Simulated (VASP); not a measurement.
# InP (F-43m) in VASP: notebook

The runs below take InP through relaxation of cell and atoms, with PBE, PBEsol.

Program: VASP 6.6.1. These are calculated values, not measurements. Logs are shortened: lines on timing, memory, paths and dates and some standing lists are left out, and cuts for length are marked.

## (1) The cell of the first run

Symmetry: F-43m, No. 216, cubic system. Conventional cell: a = 5.861 Å, b = 5.861 Å, c = 5.861 Å, α = 90.00°, β = 90.00°, γ = 90.00°. Within 3.3 Å of In (site symmetry -43m) lie 4 P at 2.54 Å. Within 3.3 Å of P (site symmetry -43m) lie 4 In at 2.54 Å.

## (2) Relaxation of cell and atoms, PBE

The input, INCAR:

```
PREC = Accurate ; ENCUT = 600
EDIFF = 1E-7 ; ISMEAR = -1
SIGMA = 0.02 ; LREAL = False
LASPH = True ; NELM = 60
ALGO = Normal ; ISIF = 3
LWAVE = False ; LCHARG = False
GGA = PE ; IBRION = 2
NSW = 80 ; EDIFFG = -0.01
```

The input, KPOINTS:

```
regular mesh
0
Gamma
  8 8 8
```

The input, POSCAR:

```
InP
1.0
    0.0000000000      2.9305000000      2.9305000000
    2.9305000000      0.0000000000      2.9305000000
    2.9305000000      2.9305000000      0.0000000000
In P
1 1
Direct
    0.0000000000      0.0000000000      0.0000000000
    0.2500000000      0.2500000000      0.2500000000
```

Potentials or basis: VASP PAW PBE potentials, release 64 (In_d, P).

On the command line:

```sh
$ cat potpaw_PBE.64/In_d/POTCAR potpaw_PBE.64/P/POTCAR > POTCAR
$ mpirun -np 1 vasp_std > vasp.out
```

OUTCAR:

```text
PREC = Accurate
   ENCUT = 600
   EDIFF = 1E-7
   ISMEAR = -1
   LREAL = False
   LASPH = True
   NELM = 60
   ISIF = 3
   GGA = PE
   IBRION = 2
   NSW = 80
   EDIFFG = -0.01

 ion  position               nearest neighbor table
   1  0.000  0.000  0.000-   2 2.54   2 2.54   2 2.54   2 2.54
   2  0.250  0.250  0.250-   1 2.54   1 2.54   1 2.54   1 2.54

  LATTYP: Found a face centered cubic cell.
 ALAT       =     5.8610000000

  Lattice vectors:

 A1 = (   0.0000000000,   2.9305000000,   2.9305000000)
 A2 = (   2.9305000000,   0.0000000000,   2.9305000000)
 A3 = (   2.9305000000,   2.9305000000,   0.0000000000)

Analysis of symmetry for initial positions (statically):
=====================================================================
 Subroutine PRICEL returns:
 Original cell was already a primitive cell.

 Routine SETGRP: Setting up the symmetry group for a
 face centered cubic supercell.

 Subroutine GETGRP returns: Found 24 space group operations
 (whereof 24 operations were pure point group operations)
 out of a pool of 48 trial point group operations.

The static configuration has the point symmetry T_d .

Analysis of symmetry for dynamics (positions and initial velocities):
=====================================================================
 Subroutine PRICEL returns:
 Original cell was already a primitive cell.

 Routine SETGRP: Setting up the symmetry group for a
 face centered cubic supercell.

 Subroutine GETGRP returns: Found 24 space group operations
 (whereof 24 operations were pure point group operations)
 out of a pool of 48 trial point group operations.

The dynamic configuration has the point symmetry T_d .

 Subroutine INISYM returns: Found 24 space group operations
 (whereof 24 operations are pure point group operations),
 and found     1 'primitive' translations

----------------------------------------------------------------------------------------

                                     Primitive cell

  volume of cell :      50.3333

  direct lattice vectors                    reciprocal lattice vectors
     0.000000000  2.930500000  2.930500000    -0.170619348  0.170619348  0.170619348
     2.930500000  0.000000000  2.930500000     0.170619348 -0.170619348  0.170619348
     2.930500000  2.930500000  0.000000000     0.170619348  0.170619348 -0.170619348

  length of vectors
     4.144352845  4.144352845  4.144352845     0.295521380  0.295521380  0.295521380

  position of ions in fractional coordinates (direct lattice)
     0.000000000  0.000000000  0.000000000
     0.250000000  0.250000000  0.250000000

  ion indices of the primitive-cell ions
   primitive index   ion index
                 1           1
                 2           2

----------------------------------------------------------------------------------------

 KPOINTS: regular mesh

Automatic generation of k-mesh.
 Grid dimensions read from file:
 generate k-points for:    8    8    8

 Generating k-lattice:

  Cartesian coordinates                     Fractional coordinates (reciprocal lattice)
    -0.021327419  0.021327419  0.021327419     0.125000000  0.000000000  0.000000000
     0.021327419 -0.021327419  0.021327419     0.000000000  0.125000000  0.000000000
     0.021327419  0.021327419 -0.021327419     0.000000000  0.000000000  0.125000000

  Length of vectors
     0.036940172  0.036940172  0.036940172

  Shift w.r.t. Gamma in fractional coordinates (k-lattice)
     0.000000000  0.000000000  0.000000000

 Subroutine IBZKPT returns following result:
 ===========================================

 Found     29 irreducible k-points:

 Following reciprocal coordinates:
            Coordinates               Weight
  0.000000  0.000000  0.000000      1.000000
  0.125000  0.000000  0.000000      8.000000
  0.250000  0.000000  0.000000      8.000000
  0.375000  0.000000  0.000000      8.000000
  0.500000  0.000000  0.000000      4.000000
  0.125000  0.125000  0.000000      6.000000
[... 16 lines left out ...]
  0.500000  0.250000  0.125000     48.000000
 -0.375000  0.250000  0.125000     24.000000
 [... further k-points ...]
   k-points           NKPTS =     29   k-points in BZ     NKDIM =     29   number of bands    NBANDS=     13
   number of dos      NEDOS =    301   number of ions     NIONS =      2
   total plane-waves  NPLWV =  46656
   dimension x,y,z NGX =    36 NGY =   36 NGZ =   36
   dimension x,y,z NGXF=    72 NGYF=   72 NGZF=   72
   ions per type =               1   1
   NGX,Y,Z   is equivalent  to a cutoff of  14.44, 14.44, 14.44 a.u.
   NGXF,Y,Z  is equivalent  to a cutoff of  28.88, 28.88, 28.88 a.u.
 SYSTEM =  unknown system
   PREC   = accura    normal or accurate (medium, high low for compatibility)
   ISTART =      0    job   : 0-new  1-cont  2-samecut
   ICHARG =      2    charge: 1-file 2-atom 10-const
   ISPIN  =      1    spin polarized calculation?
   LNONCOLLINEAR =      F non collinear calculations
   LSORBIT =      F    spin-orbit coupling
   LASPH  =      T    aspherical Exc in radial PAW
   ENCUT  =  600.0 eV  44.10 Ry    6.64 a.u.   8.28  8.28  8.28*2*pi/ulx,y,z
   NELM   =     60;   NELMIN=  2; NELMDL= -5     # of ELM steps
   EDIFF  = 0.1E-06   stopping-criterion for ELM
   LREAL  =      F    real-space projection
   EDIFFG = -.1E-01   stopping-criterion for IOM
   NSW    =     80    number of steps for IOM
   IBRION =      2    ionic relax: 0-MD 1-quasi-New 2-CG
   NFREE  =      1    steps in history (QN), initial steepest desc. (CG)
   ISIF   =      3    stress and relaxation
   ISYM   =      2    0-nonsym 1-usesym 2-fastsym
   POTIM  = 0.5000    time-step for ionic-motion
   TEBEG  =    0.0;   TEEND  =   0.0 temperature during run
   PSTRESS=    0.0 pullay stress
   NELECT =      18.0000    total number of electrons
   NUPDOWN=      -1.0000    fix difference up-down
   EMIN   =  10.00;   EMAX   =-10.00  energy-range for DOS
   EFERMI =   0.00;   METHOD = LEGACY
   ISMEAR =    -1;   SIGMA  =   0.02  broadening in eV -4-tet -1-fermi 0-gaus
   EFERMI_NEDOS =   21; number of points for ismear=-14 and -15
   IALGO  =     38    algorithm
   IMIX   =      4    mixing-type and parameters
     AMIX     =   0.40;   BMIX     =  1.00
     AMIX_MAG =   1.60;   BMIX_MAG =  1.00
  volume/ion in A,a.u.               =      25.17       169.83
  Fermi-wavevector in a.u.,A,eV,Ry     =   1.162021  2.195901 18.371846  1.350293
  Thomas-Fermi vector in A             =   2.298587
   LORBIT       =      0    0 simple, 1 ext, 2 COOP (PROOUT), +10 PAW based schemes
   GGA     = PE    functional components
   LHFCALC =     F    Hartree Fock is set to
   AEXX    =    0.0000 exact exchange contribution
   IVDW    =     0    specifies the selected vdW correction
   LEPSILON=     F    determine dielectric tensor
   LRPA    =     F    only Hartree local field effects (RPA)
 conjugate gradient relaxation of ions
 non-spin polarized calculation
  energy-cutoff  :      600.00
  volume of cell :       50.33
 maximum number of plane-waves:      1700
 NGX is ok and might be reduce to    36
   NGX = 17   NGY = 17   NGZ = 17

--------------------------------------- Ionic step        1  -------------------------------------------

 number of electron      17.9999998 magnetization

 Free energy of the ion-electron system (eV)
  ---------------------------------------------------
  ext. energy  EPLUGINS =         0.00000000
  ---------------------------------------------------
  free energy    TOTEN  =        -8.38087473 eV

  energy without entropy =       -8.38087473  energy(sigma->0) =       -8.38087473

------------------------ aborting loop because EDIFF is reached ----------------------------------------

  FORCE on cell =-STRESS in cart. coord.  units (eV):
  Direction    XX          YY          ZZ          XY          YZ          ZX
  --------------------------------------------------------------------------------------
  -------------------------------------------------------------------------------------
  Total        1.0398523      1.0398523      1.0398523     -0.0000000      0.0000000      0.0000000
  in kB       33.0999283     33.0999283     33.0999283     -0.0000000      0.0000000      0.0000000
  external PRESSURE =      33.0999283 kB  Pullay stress =       0.0000000 kB
[... 57 lines left out ...]
  energy  without entropy=       -8.3999653653  energy(sigma->0) =       -8.39996592

--------------------------------------- Ionic step        3  -------------------------------------------

 number of electron      17.9999999 magnetization

 Free energy of the ion-electron system (eV)
  ---------------------------------------------------
  ext. energy  EPLUGINS =         0.00000000
  ---------------------------------------------------
  free energy    TOTEN  =        -8.40596671 eV

  energy without entropy =       -8.40596666  energy(sigma->0) =       -8.40596668

 E-fermi :   4.8969     XC(G=0):  -9.0654

 val. band max:        4.6646941227   @ k =   0.0000   0.0000   0.0000
 cond. band min:       5.1070831213   @ k =   0.0000   0.0000   0.0000
 fundamental gap:      0.4423889987
 Fermi energy:         4.8968848830

 k-point     1 :       0.0000    0.0000    0.0000
  band No.  band energies     occupation
      1      -9.4329      2.00000
      2      -9.4329      2.00000
      3      -9.4329      2.00000
      4      -9.3041      2.00000
      5      -9.3041      2.00000
      6      -6.5263      2.00000
      7       4.6647      1.99998
      8       4.6647      1.99998
      9       4.6647      1.99998
     10       5.1071      0.00005
     11       8.7534      0.00000
     12       8.7534      0.00000
     13       8.7534      0.00000
[... 353 lines left out ...]
 k-point    24 :      -0.3750    0.2500    0.1250
  band No.  band energies     occupation
      1      -9.5429      2.00000
      2      -9.3919      2.00000
      3      -9.3751      2.00000
      4      -9.3082      2.00000
      5      -9.2930      2.00000
      6      -4.6694      2.00000
      7      -0.6599      2.00000
      8       2.1386      2.00000
      9       3.1525      2.00000
     10       7.6880      0.00000
     11       8.8727      0.00000
     12      10.4366      0.00000
     13      11.7410      0.00000

 [... further k-points ...]
[... 5 lines left out ...]
  --------------------------------------------------------------------------------------
  -------------------------------------------------------------------------------------
  Total        0.0026031      0.0026031      0.0026031     -0.0000000      0.0000000     -0.0000000
  in kB        0.0788718      0.0788718      0.0788718     -0.0000000      0.0000000     -0.0000000
  external PRESSURE =       0.0788718 kB  Pullay stress =       0.0000000 kB
[... 17 lines left out ...]
  FREE ENERGIE OF THE ION-ELECTRON SYSTEM (eV)
  ---------------------------------------------------
  free  energy   TOTEN  =        -8.4059667096 eV

  energy  without entropy=       -8.4059666582  energy(sigma->0) =       -8.40596668

 reached required accuracy - stopping structural energy minimisation
```

It took 71 s on 1 thread of Intel Xeon Platinum 8175M at 2.50GHz (Skylake/Cascade Lake), shared host; peak memory 0.23 GiB.

What came out:

```yaml
Free_energy: -8.4060 eV
Relaxed_volume: 26.44 Å³/atom
Relaxed_cell: a = 4.213 Å, b = 4.213 Å, c = 4.213 Å, α = 60.00°, β = 60.00°, γ = 60.00°
Space_group_after_relaxing_to_0.05_Å: F-43m (No. 216)
Energy_gained_by_relaxing: 12.5 meV/atom
Ionic_steps: 3
Pressure_after_relaxing: 0.0 GPa
Band_gap_on_the_k_mesh: 0.44 eV, direct
```

The path:
| step | energy change (eV) | largest force (eV/Å) | pressure (GPa) | volume (Å³) |
| --- | --- | --- | --- | --- |
| 1 | 0.0000 | 0.0000 | 3.31 | 50.33 |
| 2 | -0.0191 | 0.0000 | -1.40 | 54.22 |
| 3 | -0.0251 | 0.0000 | 0.01 | 52.88 |

Final structure:
```
In P
1.0
     0.00000    2.97908    2.97908
     2.97908    0.00000    2.97908
     2.97908    2.97908    0.00000
In P
1 1
Direct
  0.00000 0.00000 0.00000
  0.25000 0.25000 0.25000
```

Caveat: spin-orbit coupling is left out, which moves the levels of the heavy elements.

## (3) Relaxation of cell and atoms, PBEsol

The input, INCAR:

```
SYSTEM = InP
PREC = Accurate ; ENCUT = 600
EDIFF = 1E-6 ; ISMEAR = -1
SIGMA = 0.02 ; LREAL = .FALSE.
LASPH = .TRUE. ; NELM = 100
ALGO = Normal ; ISIF = 3
LWAVE = .FALSE. ; LCHARG = .FALSE.
GGA = PS ; IBRION = 2
NSW = 80 ; EDIFFG = -0.01
```

The input, KPOINTS:

```
regular mesh
0
G
  8 8 8
  0 0 0
```

POSCAR is that of step 2.

Potentials or basis: VASP PAW PBE potentials, release 64 (In_d, P).

On the command line:

```sh
$ cat potpaw_PBE.64/In_d/POTCAR potpaw_PBE.64/P/POTCAR > POTCAR
$ mpirun -np 1 vasp_std > vasp.out
```

Run time: 56 s. Hardware: 1 thread of Intel Xeon Platinum 8175M at 2.50GHz (Skylake/Cascade Lake), shared host; peak memory 0.23 GiB.

Results (log left out):

- Free energy: -9.1551 eV
- Relaxed volume: 25.39 Å³/atom
- Relaxed cell: a = 4.157 Å, b = 4.157 Å, c = 4.157 Å, α = 60.00°, β = 60.00°, γ = 60.00°
- Space group after relaxing (to 0.05 Å): F-43m (No. 216)
- Energy gained by relaxing: 0.4 meV/atom
- Ionic steps: 3
- Pressure after relaxing: 0.0 GPa
- Band gap on the k mesh: 0.57 eV, direct

The path:
```
step  energy change (eV)  largest force (eV/Å)  pressure (GPa)  volume (Å³)
   1              0.0000                0.0000            0.61        50.33
   2             -0.0006                0.0000           -0.30        51.04
   3             -0.0009                0.0000           -0.01        50.79
```

Final structure:
```
CELL_PARAMETERS angstrom
0.00000 2.93933 2.93933
2.93933 0.00000 2.93933
2.93933 2.93933 0.00000
ATOMIC_POSITIONS crystal
In 0.00000 0.00000 0.00000
P 0.25000 0.25000 0.25000
```

Levels at points of the mesh, in eV from the valence-band top:
```csv
k point,band 6,band 7,band 8,band 9,band 10,band 11,band 12,band 13
"(0.00, 0.00, 0.00)",-11.49,0.00,0.00,0.00,0.57,4.02,4.02,4.02
"(0.50, 0.00, 0.00)",-9.77,-5.75,-0.97,-0.97,1.38,4.73,4.73,6.93
"(0.50, 0.50, 0.00)",-9.11,-5.78,-2.32,-2.32,1.65,2.17,9.04,9.47
```

Caveat: the PAW data sets were made with another functional, which shifts forces and pressure a little; spin-orbit coupling is left out, which moves the levels of the heavy elements.
